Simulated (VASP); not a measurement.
# As: single point with PBE

Crystal: As.

```xyz
2
Lattice="4.6265 0.0000 0.0000 -2.3132 4.0067 0.0000 0.0000 0.0000 2.8710" Properties=species:S:1:pos:R:3 pbc="T T T"
As    0.0000    2.6711    0.0000
As    2.3133    1.3355    0.0000
```

```
Program                : VASP 6.6.1
Task                   : single point
Functional             : PBE
Potentials or basis    : VASP PAW PBE potentials, release 64 (As)
Cutoff                 : 520 eV
k mesh                 : 7 × 7 × 9
Occupations            : fermi-dirac, width 0.05 eV
Spin                   : no spin polarisation
Dipole correction      : no
Further INCAR settings : ALGO = Normal; EDIFF = 1e-06; NBANDS = 12
```

| Item | Value |
| --- | --- |
| Pressure | -2.1 GPa |
| Band gap on the k mesh | zero (band 5 reaches 5.40 eV, above the bottom of band 6 at 1.98 eV) |

Stress tensor (GPa, compression positive):
```
-3.08  0.00  0.00
 0.00 -3.08  0.00
 0.00  0.00 -0.14
```

Levels at points of the mesh, in eV from the Fermi level:
```
           k point  band 2  band 3  band 4  band 5  band 6  band 7  band 8  band 9
(0.00, 0.00, 0.00)   -8.51   -3.95   -3.95    0.25    0.25    3.21    4.79    6.87
```

Run time: 17 s on 1 thread of Intel(R) Xeon(R) Platinum 8488C (Sapphire Rapids) (shared host), peak memory 0.19 GiB.
